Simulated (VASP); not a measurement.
PbF2:

```
CELL_PARAMETERS angstrom
0.00000 2.96044 2.96044
2.96044 0.00000 2.96044
2.96044 2.96044 0.00000
ATOMIC_POSITIONS crystal
Pb 0.00000 0.00000 0.00000
F 0.25000 0.25000 0.25000
F 0.75000 0.75000 0.75000
```

Base run:

```yaml
Program: VASP 6.6.1
Functional: r2SCAN
Potentials_or_basis: VASP PAW PBE potentials, release 64 (Pb_d, F)
Cutoff: 520 eV
k_mesh: 8 × 8 × 8
Occupations: gaussian, width 0.01 eV
Spin: no spin polarisation
```

Its results: band gap on the k mesh 4.93 eV, indirect (least direct gap 5.08 eV); pressure -0.1 GPa.

**Question.** The run is repeated on the same cell with these changes: functional from r2SCAN to PBE; k mesh from 8 × 8 × 8 to 4 × 4 × 4. What comes out?

**Answer.** Band gap on the k mesh 4.42 eV, indirect (least direct gap 4.56 eV); pressure 2.7 GPa.

Several settings changed at once, so the effect can't be laid on one alone.

Caveats: some runs use coarse meshes; spin-orbit coupling is left out, which moves the levels of the heavy elements; the PAW data sets were made with another functional, which shifts forces and pressure a little (some runs).

A k mesh can miss the band edges.
